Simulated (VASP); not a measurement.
# Au (Cmme) in VASP: notebook

Runs on Au. Level: PBEsol. Tasks: single point.

All numbers are computed with VASP 6.6.1; they aren't measurements. Logs are shortened: lines on timing, memory, paths and dates and some standing lists are left out, and cuts for length are marked.

## 1. The cell of the first run

Symmetry: Cmme, No. 67, orthorhombic system. The conventional cell has a = 3.315 Å, b = 4.687 Å, c = 9.225 Å, α = 90.00°, β = 90.00°, γ = 90.00°. Within 3.6 Å of Au (site symmetry mm2) lie 14 Au at 2.75 to 3.31 Å. Au (site symmetry mm2) has 14 Au at 2.87 to 3.31 Å within 3.8 Å.

## 2. Single point, PBEsol

Contents of INCAR:

```
ALGO = Fast
EDIFF = 1E-6
ENCUT = 520
GGA = PS
ISIF = 2
ISMEAR = 0
LASPH = T
LCHARG = F
LREAL = F
LWAVE = F
NBANDS = 30
NELM = 100
PREC = Accurate
SIGMA = 0.15
```

Contents of KPOINTS:

```
k-points
0
Gamma
  17 17 5
```

Contents of POSCAR:

```
Au
1.0
   -1.6572690000      1.6572690000     -1.6572690000
   -1.6572690000     -1.6572690000      1.6572690000
    0.0000000000      6.5230099828      6.5230099828
Au
4
Direct
    0.0000000000      0.0000000000      0.8892277515
    0.5000000000      0.5000000000      0.1270325359
    0.0000000000      0.0000000000      0.3810976078
    0.5000000000      0.5000000000      0.6351626796
```

Potentials or basis: VASP PAW PBE potentials, release 64 (Au).

Command:

```console
cat potpaw_PBE.64/Au/POTCAR > POTCAR
mpirun -np 1 vasp_std > vasp.out
```

OUTCAR:

```text
EDIFF = 1E-6
   ENCUT = 520
   GGA = PS
   ISIF = 2
   ISMEAR = 0
   LASPH = T
   LREAL = F
   NELM = 100
   PREC = Accurate

 ion  position               nearest neighbor table
   1  0.000  0.000  0.889-   2 2.75   2 2.75   4 2.87   4 2.87   2 3.21   2 3.21   4 3.31   4 3.31

   2  0.500  0.500  0.127-   1 2.75   1 2.75   3 2.87   3 2.87   1 3.21   1 3.21   3 3.31   3 3.31

   3  0.000  0.000  0.381-   4 2.87   4 2.87   2 2.87   2 2.87   4 3.31   4 3.31   2 3.31   2 3.31

   4  0.500  0.500  0.635-   3 2.87   3 2.87   1 2.87   1 2.87   3 3.31   3 3.31   1 3.31   1 3.31

  LATTYP: Found a base centered orthorhombic cell.
 ALAT       =     3.3145380000
 B/A-ratio  =     1.4142135624
 C/A-ratio  =     2.7831719489

  Lattice vectors:

 A1 = (  -1.6572690000,   1.6572690000,  -1.6572690000)
 A2 = (  -1.6572690000,  -1.6572690000,   1.6572690000)
 A3 = (   0.0000000000,   6.5230099828,   6.5230099828)

Analysis of symmetry for initial positions (statically):
=====================================================================
 Subroutine PRICEL returns:
 Original cell was already a primitive cell.

 Routine SETGRP: Setting up the symmetry group for a
 base centered orthorhombic supercell.

 Subroutine GETGRP returns: Found  8 space group operations
 (whereof  4 operations were pure point group operations)
 out of a pool of  8 trial point group operations.

The static configuration has the point symmetry C_2v.
 The point group associated with its full space group is D_2h.

Analysis of symmetry for dynamics (positions and initial velocities):
=====================================================================
 Subroutine PRICEL returns:
 Original cell was already a primitive cell.

 Routine SETGRP: Setting up the symmetry group for a
 base centered orthorhombic supercell.

 Subroutine GETGRP returns: Found  8 space group operations
 (whereof  4 operations were pure point group operations)
 out of a pool of  8 trial point group operations.

The dynamic configuration has the point symmetry C_2v.
 The point group associated with its full space group is D_2h.

 Subroutine INISYM returns: Found  8 space group operations
 (whereof  4 operations are pure point group operations),
 and found     1 'primitive' translations

----------------------------------------------------------------------------------------

                                     Primitive cell

  volume of cell :      71.6628

  direct lattice vectors                    reciprocal lattice vectors
    -1.657269000  1.657269000 -1.657269000    -0.301701172  0.150850586 -0.150850586
    -1.657269000 -1.657269000  1.657269000    -0.301701172 -0.150850586  0.150850586
     0.000000000  6.523009983  6.523009983     0.000000000  0.076651730  0.076651730

  length of vectors
     2.870474110  2.870474110  9.224929185     0.369506963  0.369506963  0.108401916

  position of ions in fractional coordinates (direct lattice)
     0.000000000  0.000000000  0.889227752
     0.500000000  0.500000000  0.127032536
     0.000000000  0.000000000  0.381097608
     0.500000000  0.500000000  0.635162680

  ion indices of the primitive-cell ions
   primitive index   ion index
                 1           1
                 2           2
                 3           3
                 4           4

----------------------------------------------------------------------------------------

 KPOINTS: k-points

Automatic generation of k-mesh.
 Grid dimensions read from file:
 generate k-points for:   17   17    5

 Generating k-lattice:

  Cartesian coordinates                     Fractional coordinates (reciprocal lattice)
    -0.017747128  0.008873564 -0.008873564     0.058823529  0.000000000  0.000000000
    -0.017747128 -0.008873564  0.008873564     0.000000000  0.058823529  0.000000000
     0.000000000  0.015330346  0.015330346     0.000000000  0.000000000  0.200000000

  Length of vectors
     0.021735704  0.021735704  0.021680383

  Shift w.r.t. Gamma in fractional coordinates (k-lattice)
     0.000000000  0.000000000  0.000000000

 Subroutine IBZKPT returns following result:
 ===========================================

 Found    243 irreducible k-points:

 Following reciprocal coordinates:
            Coordinates               Weight
  0.000000  0.000000  0.000000      1.000000
  0.058824  0.000000  0.000000      4.000000
  0.117647  0.000000  0.000000      4.000000
  0.176471  0.000000  0.000000      4.000000
  0.235294  0.000000  0.000000      4.000000
  0.294118  0.000000  0.000000      4.000000
[... 16 lines left out ...]
 -0.176471  0.058824  0.000000      4.000000
 -0.117647  0.058824  0.000000      4.000000
 [... further k-points ...]
   k-points           NKPTS =    243   k-points in BZ     NKDIM =    243   number of bands    NBANDS=     30
   number of dos      NEDOS =    301   number of ions     NIONS =      4
   total plane-waves  NPLWV =  40320
   dimension x,y,z NGX =    24 NGY =   24 NGZ =   70
   dimension x,y,z NGXF=    48 NGYF=   48 NGZF=  140
   ions per type =               4
   NGX,Y,Z   is equivalent  to a cutoff of  13.90, 13.90, 12.61 a.u.
   NGXF,Y,Z  is equivalent  to a cutoff of  27.80, 27.80, 25.23 a.u.
 SYSTEM =  unknown system
   PREC   = accura    normal or accurate (medium, high low for compatibility)
   ISTART =      0    job   : 0-new  1-cont  2-samecut
   ICHARG =      2    charge: 1-file 2-atom 10-const
   ISPIN  =      1    spin polarized calculation?
   LNONCOLLINEAR =      F non collinear calculations
   LSORBIT =      F    spin-orbit coupling
   LASPH  =      T    aspherical Exc in radial PAW
   ENCUT  =  520.0 eV  38.22 Ry    6.18 a.u.   5.34  5.34 17.15*2*pi/ulx,y,z
   NELM   =    100;   NELMIN=  2; NELMDL= -5     # of ELM steps
   EDIFF  = 0.1E-05   stopping-criterion for ELM
   LREAL  =      F    real-space projection
   EDIFFG = 0.1E-04   stopping-criterion for IOM
   NSW    =      0    number of steps for IOM
   IBRION =     -1    ionic relax: 0-MD 1-quasi-New 2-CG
   NFREE  =      0    steps in history (QN), initial steepest desc. (CG)
   ISIF   =      2    stress and relaxation
   ISYM   =      2    0-nonsym 1-usesym 2-fastsym
   POTIM  = 0.5000    time-step for ionic-motion
   TEBEG  =    0.0;   TEEND  =   0.0 temperature during run
   PSTRESS=    0.0 pullay stress
   NELECT =      44.0000    total number of electrons
   NUPDOWN=      -1.0000    fix difference up-down
   EMIN   =  10.00;   EMAX   =-10.00  energy-range for DOS
   EFERMI =   0.00;   METHOD = LEGACY
   ISMEAR =     0;   SIGMA  =   0.15  broadening in eV -4-tet -1-fermi 0-gaus
   EFERMI_NEDOS =   21; number of points for ismear=-14 and -15
   IALGO  =     68    algorithm
   IMIX   =      4    mixing-type and parameters
     AMIX     =   0.40;   BMIX     =  1.00
     AMIX_MAG =   1.60;   BMIX_MAG =  1.00
  volume/ion in A,a.u.               =      17.92       120.90
  Fermi-wavevector in a.u.,A,eV,Ry     =   1.391429  2.629419 26.341894  1.936075
  Thomas-Fermi vector in A             =   2.515269
   LORBIT       =      0    0 simple, 1 ext, 2 COOP (PROOUT), +10 PAW based schemes
   GGA     = PS    functional components
   LHFCALC =     F    Hartree Fock is set to
   AEXX    =    0.0000 exact exchange contribution
   IVDW    =     0    specifies the selected vdW correction
   LEPSILON=     F    determine dielectric tensor
   LRPA    =     F    only Hartree local field effects (RPA)
 non-spin polarized calculation
 RMM-DIIS sequential band-by-band and
 Gauss-broadening in eV      SIGMA  =   0.15
  energy-cutoff  :      520.00
  volume of cell :       71.66
 maximum number of plane-waves:      1965
 NGX is ok and might be reduce to    24
   NGX = 11   NGY = 11   NGZ = 35

 number of electron      44.0000000 magnetization

 Free energy of the ion-electron system (eV)
  ---------------------------------------------------
  ext. energy  EPLUGINS =         0.00000000
  ---------------------------------------------------
  free energy    TOTEN  =       -15.49598193 eV

  energy without entropy =      -15.48415200  energy(sigma->0) =      -15.49006696

 E-fermi :   8.4116     XC(G=0): -12.5893

 val. band max:        8.4097552817   @ k =  -0.4706   0.4118   0.4000
 cond. band min:       8.4250567450   @ k =   0.4706   0.0588   0.0000
 fundamental gap:      0.0153014632
 Fermi energy:         8.4115969209

 k-point     1 :       0.0000    0.0000    0.0000
  band No.  band energies     occupation
      1      -0.9430      2.00000
      2       0.9146      2.00000
      3       1.0447      2.00000
      4       1.6707      2.00000
      5       2.8493      2.00000
      6       3.3555      2.00000
[... 22 lines left out ...]
     29      21.7495      0.00000
     30      23.2380      0.00000

 k-point     2 :       0.0588    0.0000    0.0000
  band No.  band energies     occupation
      1      -0.8523      2.00000
      2       0.9946      2.00000
      3       1.1246      2.00000
      4       1.7399      2.00000
      5       2.8712      2.00000
      6       3.3690      2.00000
[... 22 lines left out ...]
     29      21.4416      0.00000
     30      22.9675      0.00000

 k-point     3 :       0.1176    0.0000    0.0000
  band No.  band energies     occupation
      1      -0.5855      2.00000
      2       1.2152      2.00000
      3       1.3438      2.00000
      4       1.9338      2.00000
      5       2.9340      2.00000
      6       3.4140      2.00000
[... 22 lines left out ...]
     29      21.3850      0.00000
     30      22.2010      0.00000

 k-point     4 :       0.1765    0.0000    0.0000
  band No.  band energies     occupation
      1      -0.1589      2.00000
      2       1.5064      2.00000
      3       1.6241      2.00000
      4       2.2052      2.00000
      5       3.0365      2.00000
      6       3.3825      2.00000
[... 616 lines left out ...]
     29      21.4499      0.00000
     30      21.7234      0.00000

 k-point    23 :      -0.1765    0.0588    0.0000
  band No.  band energies     occupation
      1      -0.2455      2.00000
      2       1.4742      2.00000
      3       1.5955      2.00000
      4       2.1551      2.00000
      5       3.1565      2.00000
      6       3.5075      2.00000
[... 22 lines left out ...]
     29      21.7185      0.00000
     30      21.9086      0.00000

 k-point    24 :      -0.1176    0.0588    0.0000
  band No.  band energies     occupation
      1      -0.6162      2.00000
      2       1.2020      2.00000
      3       1.3300      2.00000
      4       1.9084      2.00000
      5       3.0428      2.00000
      6       3.5174      2.00000
[... 22 lines left out ...]
     29      21.5865      0.00000
     30      22.7024      0.00000

 [... further k-points ...]

------------------------ aborting loop because EDIFF is reached ----------------------------------------

  FORCE on cell =-STRESS in cart. coord.  units (eV):
  Direction    XX          YY          ZZ          XY          YZ          ZX
  --------------------------------------------------------------------------------------
  -------------------------------------------------------------------------------------
  Total       -3.0456916     -3.1741036     -3.1741036      0.0000000      0.2788225     -0.0000000
  in kB      -68.0929978    -70.9639258    -70.9639258      0.0000000      6.2336774     -0.0000000
  external PRESSURE =     -70.0069498 kB  Pullay stress =       0.0000000 kB

 VOLUME and BASIS-vectors are now :
 -----------------------------------------------------------------------------
  energy-cutoff  :      520.00
  volume of cell :       71.66
      direct lattice vectors                 reciprocal lattice vectors
    -1.657269000  1.657269000 -1.657269000    -0.301701172  0.150850586 -0.150850586
    -1.657269000 -1.657269000  1.657269000    -0.301701172 -0.150850586  0.150850586
     0.000000000  6.523009983  6.523009983     0.000000000  0.076651730  0.076651730

 POSITION                                       TOTAL-FORCE (eV/Angst)
 -----------------------------------------------------------------------------------
      0.00000      5.80044      5.80044        -0.000000     -0.424636     -0.424636
     -1.65727      0.82863      0.82863         0.000000      0.424636      0.424636
      0.00000      2.48590      2.48590         0.000000      0.004610      0.004610
     -1.65727      4.14317      4.14317        -0.000000     -0.004610     -0.004610
 -----------------------------------------------------------------------------------
    total drift:                               -0.000000      0.000004      0.000004

  FREE ENERGIE OF THE ION-ELECTRON SYSTEM (eV)
  ---------------------------------------------------
  free  energy   TOTEN  =       -15.4959819260 eV

  energy  without entropy=      -15.4841520012  energy(sigma->0) =      -15.49006696
```

Wall time 4.2 min (1 thread of Intel Xeon Platinum 8488C (Sapphire Rapids), shared host); peak memory 0.48 GiB.

What came out:

| Quantity | Value |
| --- | --- |
| Free energy | -15.4960 eV |
| Pressure | -7.0 GPa |
| Largest force | 0.601 eV/Å |
| Band gap on the k mesh | zero (band 22 reaches 11.59 eV, above the bottom of band 23 at 6.18 eV) |

Forces in eV/Å, atoms in the order of the input:
```
Au   0.000 -0.425 -0.425
Au   0.000  0.425  0.425
Au   0.000  0.005  0.005
Au   0.000 -0.005 -0.005
```

Levels at points of the mesh, in eV from the Fermi level:
```tsv
k point	band 19	band 20	band 21	band 22	band 23	band 24	band 25	band 26
(0.00, 0.00, 0.00)	-2.73	-2.69	-2.67	-2.56	-1.25	-0.29	3.53	11.91
```

Caveat: the PAW data sets were made with another functional, which shifts forces and pressure a little; spin-orbit coupling is left out, which moves the levels of the heavy elements.

## 3. Single point, PBEsol

This run uses another cell than the first one, of 18.69 Å³/atom, 1.043 times its volume.

Contents of INCAR:

```
SYSTEM = Au
PREC = Accurate ; ENCUT = 520
EDIFF = 1E-6 ; ISMEAR = 0
SIGMA = 0.15 ; LREAL = .FALSE.
LASPH = .TRUE. ; NELM = 80
ALGO = Fast ; ISIF = 2
LWAVE = .FALSE. ; LCHARG = .FALSE.
GGA = PS ; NBANDS = 30
```

Contents of KPOINTS:

```
regular mesh
0
G
  17 17 5
  0 0 0
```

Contents of POSCAR:

```
Au
1.0
   -1.6572690000      1.6572690000     -1.6572690000
   -1.6572690000     -1.6572690000      1.6572690000
    0.0000000000      6.8058526953      6.8058526953
Au
4
Direct
    0.0000000000      0.0000000000      0.8522725601
    0.5000000000      0.5000000000      0.1217532229
    0.0000000000      0.0000000000      0.3652596686
    0.5000000000      0.5000000000      0.6087661143
```

Potentials or basis: VASP PAW PBE potentials, release 64 (Au).

Command:

```console
cat potpaw_PBE.64/Au/POTCAR > POTCAR
mpirun -np 1 vasp_std > vasp.out
```

Run time: 4.1 min. Hardware: 1 thread of Intel Xeon Platinum 8488C (Sapphire Rapids), shared host; peak memory 0.49 GiB.

It converged, with:

```
Free energy            : -15.2872 eV
Pressure               : -11.3 GPa
Largest force          : 0.368 eV/Å
Band gap on the k mesh : zero (band 22 reaches 11.05 eV, above the bottom of band 23 at 5.48 eV)
```

Forces in eV/Å, atoms in the order of the input:
```
Au   0.000  0.260  0.260
Au   0.000 -0.260 -0.260
Au   0.000  0.001  0.001
Au   0.000 -0.001 -0.001
```

Stress tensor (GPa, compression positive):
```
-11.33   0.00   0.00
  0.00 -11.33  -1.04
  0.00  -1.04 -11.33
```

Levels at points of the mesh, in eV from the Fermi level:
```csv
k point,band 20,band 21,band 22,band 23,band 24,band 25
"(0.00, 0.00, 0.00)",-2.58,-2.49,-2.41,-1.40,-0.42,2.71
```

Caveat: the PAW data sets were made with another functional, which shifts forces and pressure a little; spin-orbit coupling is left out, which moves the levels of the heavy elements.
